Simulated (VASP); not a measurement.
# Te2Mo (P6_3/mmc) in VASP: single point with RPBE+D3(BJ)

Aim: the single point of Te2Mo with RPBE+D3(BJ).

Program: VASP 6.6.1. These are calculated values, not measurements. Logs are shortened: lines on timing, memory, paths and dates and some standing lists are left out, and cuts for length are marked.

### Step 1. The cell of the first run

Symmetry: P6_3/mmc, No. 194, hexagonal system. Conventional cell: a = 3.564 Å, b = 3.564 Å, c = 14.720 Å, α = 90.00°, β = 90.00°, γ = 120.00°. Te (site symmetry 3m) has 3 Mo at 2.73 Å and 7 Te at 3.56 to 3.58 Å within 3.6 Å. Mo (site symmetry -6m2) has 6 Te at 2.73 Å and 6 Mo at 3.56 Å within 3.6 Å.

### Step 2. Single point, RPBE+D3(BJ), collinear spin

File INCAR:

```
PREC     = Accurate       # precision mode
ENCUT    = 520            # plane-wave cutoff, eV
EDIFF    = 1E-7           # SCF threshold, eV
ISMEAR   = 0              # smearing method
SIGMA    = 0.05           # smearing width, eV
LREAL    = False          # projectors in reciprocal space
LASPH    = True           # aspherical terms in the spheres
NELM     = 150            # most SCF steps
ALGO     = Normal         # electronic algorithm
ISIF     = 2              # what is computed and relaxed
LWAVE    = False          # write WAVECAR
LCHARG   = False          # write CHGCAR
ISPIN    = 2              # spin polarisation
MAGMOM   = 0 0 0 0 2 2    # initial moments
LORBIT   = 11             # projections on sites
LMAXMIX  = 4              # l up to which the mixer works
GGA      = RP             # functional
IVDW     = 12             # dispersion correction
NBANDS   = 39             # bands
```

File KPOINTS:

```
regular mesh
0
Gamma
  8 8 2
```

File POSCAR:

```
Te2Mo
1.0
    3.5636797614      0.0000000000      0.0000000000
   -1.7818398807      3.0862372043      0.0000000000
    0.0000000000      0.0000000000     14.7197071926
Te Mo
4 2
Direct
    0.3333333333      0.6666666667      0.6284395073
    0.6666666667      0.3333333333      0.1284395073
    0.3333333333      0.6666666667      0.8715604927
    0.6666666667      0.3333333333      0.3715604927
    0.3333333333      0.6666666667      0.2500000000
    0.6666666667      0.3333333333      0.7500000000
```

Potentials or basis: VASP PAW PBE potentials, release 64 (Te, Mo_sv).

The run is started by

```console
cat potpaw_PBE.64/Te/POTCAR potpaw_PBE.64/Mo_sv/POTCAR > POTCAR
mpirun -np 1 vasp_std > vasp.out
```

OUTCAR:

```text
PREC = Accurate
   ENCUT = 520
   EDIFF = 1E-7
   ISMEAR = 0
   LREAL = False
   LASPH = True
   NELM = 150
   ISIF = 2
   ISPIN = 2
   LORBIT = 11
   GGA = RP
   IVDW = 12
 IVDW          = 12

 ion  position               nearest neighbor table
   1  0.333  0.667  0.628-   6 2.73   6 2.73   6 2.73   3 3.58
   2  0.667  0.333  0.128-   5 2.73   5 2.73   5 2.73   4 3.58
   3  0.333  0.667  0.872-   6 2.73   6 2.73   6 2.73   1 3.58
   4  0.667  0.333  0.372-   5 2.73   5 2.73   5 2.73   2 3.58
   5  0.333  0.667  0.250-   2 2.73   4 2.73   2 2.73   4 2.73   2 2.73   4 2.73
   6  0.667  0.333  0.750-   1 2.73   3 2.73   1 2.73   3 2.73   1 2.73   3 2.73

  LATTYP: Found a hexagonal cell.
 ALAT       =     3.5636797614
 C/A-ratio  =     4.1304797788

  Lattice vectors:

 A1 = (   3.5636797614,   0.0000000000,   0.0000000000)
 A2 = (  -1.7818398807,   3.0862372043,   0.0000000000)
 A3 = (   0.0000000000,   0.0000000000,  14.7197071926)

Analysis of symmetry for initial positions (statically):
=====================================================================
 Subroutine PRICEL returns:
 Original cell was already a primitive cell.

 Routine SETGRP: Setting up the symmetry group for a
 hexagonal supercell.

 Subroutine GETGRP returns: Found 24 space group operations
 (whereof 12 operations were pure point group operations)
 out of a pool of 24 trial point group operations.

The static configuration has the point symmetry D_3d.
 The point group associated with its full space group is D_6h.

Analysis of symmetry for dynamics (positions and initial velocities):
=====================================================================
 Subroutine PRICEL returns:
 Original cell was already a primitive cell.

 Routine SETGRP: Setting up the symmetry group for a
 hexagonal supercell.

 Subroutine GETGRP returns: Found 24 space group operations
 (whereof 12 operations were pure point group operations)
 out of a pool of 24 trial point group operations.

The dynamic configuration has the point symmetry D_3d.
 The point group associated with its full space group is D_6h.

Analysis of structural, dynamic, and magnetic symmetry:
=====================================================================
 Subroutine PRICEL returns:
 Original cell was already a primitive cell.

 Routine SETGRP: Setting up the symmetry group for a
 hexagonal supercell.

 Subroutine GETGRP returns: Found 24 space group operations
 (whereof 12 operations were pure point group operations)
 out of a pool of 24 trial point group operations.

The overall configuration has the point symmetry D_3d.
 The point group associated with its full space group is D_6h.

 Subroutine INISYM returns: Found 24 space group operations
 (whereof 12 operations are pure point group operations),
 and found     1 'primitive' translations

----------------------------------------------------------------------------------------

                                     Primitive cell

  volume of cell :     161.8927

  direct lattice vectors                    reciprocal lattice vectors
     3.563679761  0.000000000  0.000000000     0.280608828  0.162009582  0.000000000
    -1.781839881  3.086237204  0.000000000     0.000000000  0.324019164  0.000000000
     0.000000000  0.000000000 14.719707193     0.000000000  0.000000000  0.067936134

  length of vectors
     3.563679761  3.563679761 14.719707193     0.324019164  0.324019164  0.067936134

  position of ions in fractional coordinates (direct lattice)
     0.333333333  0.666666667  0.628439507
     0.666666667  0.333333333  0.128439507
     0.333333333  0.666666667  0.871560493
     0.666666667  0.333333333  0.371560493
     0.333333333  0.666666667  0.250000000
     0.666666667  0.333333333  0.750000000

  ion indices of the primitive-cell ions
   primitive index   ion index
                 1           1
                 2           2
                 3           3
                 4           4
                 5           5
                 6           6

[... 48 lines left out ...]
   k-points           NKPTS =     20   k-points in BZ     NKDIM =     20   number of bands    NBANDS=     39
   number of dos      NEDOS =    301   number of ions     NIONS =      6
   total plane-waves  NPLWV =  87808
   dimension x,y,z NGX =    28 NGY =   28 NGZ =  112
   dimension x,y,z NGXF=    56 NGYF=   56 NGZF=  224
   ions per type =               4   2
   NGX,Y,Z   is equivalent  to a cutoff of  13.06, 13.06, 12.65 a.u.
   NGXF,Y,Z  is equivalent  to a cutoff of  26.12, 26.12, 25.30 a.u.
 SYSTEM =  unknown system
   PREC   = accura    normal or accurate (medium, high low for compatibility)
   ISTART =      0    job   : 0-new  1-cont  2-samecut
   ICHARG =      2    charge: 1-file 2-atom 10-const
   ISPIN  =      2    spin polarized calculation?
   LNONCOLLINEAR =      F non collinear calculations
   LSORBIT =      F    spin-orbit coupling
   LASPH  =      T    aspherical Exc in radial PAW
   ENCUT  =  520.0 eV  38.22 Ry    6.18 a.u.   6.63  6.63 27.37*2*pi/ulx,y,z
   NELM   =    150;   NELMIN=  2; NELMDL= -5     # of ELM steps
   EDIFF  = 0.1E-06   stopping-criterion for ELM
   LREAL  =      F    real-space projection
   EDIFFG = 0.1E-05   stopping-criterion for IOM
   NSW    =      0    number of steps for IOM
   IBRION =     -1    ionic relax: 0-MD 1-quasi-New 2-CG
   NFREE  =      0    steps in history (QN), initial steepest desc. (CG)
   ISIF   =      2    stress and relaxation
   ISYM   =      2    0-nonsym 1-usesym 2-fastsym
   POTIM  = 0.5000    time-step for ionic-motion
   TEBEG  =    0.0;   TEEND  =   0.0 temperature during run
   PSTRESS=    0.0 pullay stress
   NELECT =      52.0000    total number of electrons
   NUPDOWN=      -1.0000    fix difference up-down
   EMIN   =  10.00;   EMAX   =-10.00  energy-range for DOS
   EFERMI =   0.00;   METHOD = LEGACY
   ISMEAR =     0;   SIGMA  =   0.05  broadening in eV -4-tet -1-fermi 0-gaus
   EFERMI_NEDOS =   21; number of points for ismear=-14 and -15
   IALGO  =     38    algorithm
   IMIX   =      4    mixing-type and parameters
     AMIX     =   0.40;   BMIX     =  1.00
     AMIX_MAG =   1.60;   BMIX_MAG =  1.00
  volume/ion in A,a.u.               =      26.98       182.08
  Fermi-wavevector in a.u.,A,eV,Ry     =   1.121158  2.118682 17.102465  1.256996
  Thomas-Fermi vector in A             =   2.257810
   LORBIT       =     11    0 simple, 1 ext, 2 COOP (PROOUT), +10 PAW based schemes
   GGA     = RP    functional components
   LHFCALC =     F    Hartree Fock is set to
   AEXX    =    0.0000 exact exchange contribution
   IVDW    =    12    specifies the selected vdW correction
   LEPSILON=     F    determine dielectric tensor
   LRPA    =     F    only Hartree local field effects (RPA)
 spin polarized calculation
 Gauss-broadening in eV      SIGMA  =   0.05
  energy-cutoff  :      520.00
  volume of cell :      161.89
 maximum number of plane-waves:      4410
 NGX is ok and might be reduce to    28
   NGX = 13   NGY = 13   NGZ = 55

 number of electron      52.0000002 magnetization       0.0001152

 number of electron      52.0000002 magnetization      -0.0000082

 Free energy of the ion-electron system (eV)
  ---------------------------------------------------
  ext. energy  EPLUGINS =         0.00000000
  ---------------------------------------------------
  free energy    TOTEN  =       -33.47914513 eV

  energy without entropy =      -33.47914513  energy(sigma->0) =      -33.47914513

 E-fermi :   7.5494     XC(G=0):  -9.8475

 val. band max:        7.1727056527   @ k =   0.0000   0.0000   0.0000
 cond. band min:       8.2136616190   @ k =   0.2500   0.1250   0.0000
 fundamental gap:      1.0409559664
 Fermi energy:         7.5494290971

 spin component 1

 k-point     1 :       0.0000    0.0000    0.0000
  band No.  band energies     occupation
      1     -53.5805      1.00000
      2     -53.5805      1.00000
      3     -27.7208      1.00000
      4     -27.7208      1.00000
      5     -27.6356      1.00000
      6     -27.6356      1.00000
[... 809 lines left out ...]
     37      13.1399      0.00000
     38      13.1399      0.00000
 Fermi energy:         7.5494290971

 spin component 2

 k-point     1 :       0.0000    0.0000    0.0000
  band No.  band energies     occupation
      1     -53.5805      1.00000
      2     -53.5805      1.00000
      3     -27.7209      1.00000
      4     -27.7209      1.00000
      5     -27.6356      1.00000
      6     -27.6356      1.00000
[... 809 lines left out ...]
     37      13.1399      0.00000
     38      13.1399      0.00000
 [bands above 38 left out]

------------------------ aborting loop because EDIFF is reached ----------------------------------------

 Edisp (eV)  -15.12364

 E6    (eV) :    -5.0025

 E8    (eV) :   -10.1212

  FORCE on cell =-STRESS in cart. coord.  units (eV):
  Direction    XX          YY          ZZ          XY          YZ          ZX
  --------------------------------------------------------------------------------------
  -------------------------------------------------------------------------------------
  Total     -19.38407   -19.38407   -12.06224    -0.00000     0.00000     0.00000
  in kB    -191.83526  -191.83526  -119.37447    -0.00000     0.00000     0.00000
  external pressure =     -167.68 kB  Pullay stress =        0.00 kB

 VOLUME and BASIS-vectors are now :
 -----------------------------------------------------------------------------
  energy-cutoff  :      520.00
  volume of cell :      161.89
      direct lattice vectors                 reciprocal lattice vectors
     3.563679761  0.000000000  0.000000000     0.280608828  0.162009582  0.000000000
    -1.781839881  3.086237204  0.000000000     0.000000000  0.324019164  0.000000000
     0.000000000  0.000000000 14.719707193     0.000000000  0.000000000  0.067936134

 POSITION                                       TOTAL-FORCE (eV/Angst)
 -----------------------------------------------------------------------------------
     -0.00000      2.05749      9.25045        -0.000000      0.000000      0.863590
      1.78184      1.02875      1.89059        -0.000000      0.000000      0.863590
     -0.00000      2.05749     12.82912        -0.000000     -0.000000     -0.863590
      1.78184      1.02875      5.46926        -0.000000     -0.000000     -0.863590
     -0.00000      2.05749      3.67993         0.000000     -0.000000      0.000000
      1.78184      1.02875     11.03978        -0.000000      0.000000      0.000000
 -----------------------------------------------------------------------------------
    total drift:                               -0.000000      0.000000     -0.000000

  FREE ENERGIE OF THE ION-ELECTRON SYSTEM (eV)
  ---------------------------------------------------
  free  energy   TOTEN  =       -48.6027817126 eV

  energy  without entropy=      -48.6027817126  energy(sigma->0) =      -48.60278171

 total charge

# of ion       s       p       d       tot
------------------------------------------
    1        1.383   1.979   0.060   3.422
    2        1.383   1.979   0.060   3.422
    3        1.383   1.979   0.060   3.422
    4        1.383   1.979   0.060   3.422
    5        2.251   6.144   3.967  12.362
    6        2.251   6.144   3.967  12.362
--------------------------------------------------
tot         10.032  20.205   8.175  38.412

 magnetization (x)

# of ion       s       p       d       tot
------------------------------------------
    1        0.000   0.000   0.000   0.000
    2        0.000   0.000   0.000   0.000
    3        0.000   0.000   0.000   0.000
    4        0.000   0.000   0.000   0.000
    5       -0.000  -0.000  -0.000  -0.000
    6       -0.000  -0.000  -0.000  -0.000
--------------------------------------------------
tot          0.000   0.000  -0.000  -0.000
```

It took 4.7 min on 1 thread of Oxide Virtual Turin-like, shared host; peak memory 0.43 GiB.

Results:

```
Free energy                                           : -48.6028 eV
Pressure                                              : -16.8 GPa
Largest force                                         : 0.864 eV/Å
Band gap on the k mesh                                : 1.04 eV (least direct gap 1.18 eV)
Net moment                                            : 0.00 μB per cell
Valence electrons inside the program's atomic spheres : Te 3.42; Mo 12.36
Dispersion energy per atom                            : -2.521 eV
```

Forces in eV/Å, atoms in the order of the input:
```
Te   0.000  0.000  0.864
Te   0.000  0.000  0.864
Te   0.000  0.000 -0.864
Te   0.000  0.000 -0.864
Mo   0.000  0.000  0.000
Mo   0.000  0.000  0.000
```

Stress tensor (GPa, compression positive):
```
-19.18   0.00   0.00
  0.00 -19.18   0.00
  0.00   0.00 -11.94
```

Caveat: the stress differs along the axes, from -19 to -12 GPa; the dispersion term is far too large for a dense solid, which distorts pressure and volume; the PAW data sets were made with another functional, which shifts forces and pressure a little; spin-orbit coupling is left out, which moves the levels of the heavy elements. A k mesh can miss the band edges.
